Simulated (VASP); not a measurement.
Input of a VASP 6.6.1 run:

File INCAR:

```
SYSTEM = Pt
ALGO = Normal ; EDIFF = 1E-6
ENCUT = 520 ; GGA = PE
ISIF = 2 ; ISMEAR = 0
LASPH = .True. ; LCHARG = .True.
LELF = .True. ; LREAL = .False.
LVHAR = .True. ; LWAVE = .False.
NBANDS = 11 ; NELM = 60
PREC = Accurate ; SIGMA = 0.15
```

The input KPOINTS:

```
k-points
0
Gamma
  22 22 22
  0 0 0
```

The input POSCAR:

```
Pt
1.0
    0.0000000000      1.8538187966      2.0026804460
    1.8538187966      0.0000000000      2.0026804460
    1.8538187966      1.8538187966      0.0000000000
Pt
1
Direct
    0.0000000000      0.0000000000      0.0000000000
```

Potentials or basis: VASP PAW PBE potentials, release 64 (Pt).

Run with:

```bash
$ cat potpaw_PBE.64/Pt/POTCAR > POTCAR
$ mpirun -np 1 vasp_std > vasp.out
```

Question: What does it give for the pressure?

Answer: 45.3 GPa.

Question: Estimate the band gap on the k mesh.

Answer: Zero (bands 5 and 6 overlap by 3.08 eV).

Stress tensor (GPa, compression positive):
```
50.24  0.00  0.00
 0.00 50.24  0.00
 0.00  0.00 35.48
```

Caveat: the stress differs along the axes, from 35 to 50 GPa; spin-orbit coupling is left out, which moves the levels of the heavy elements.
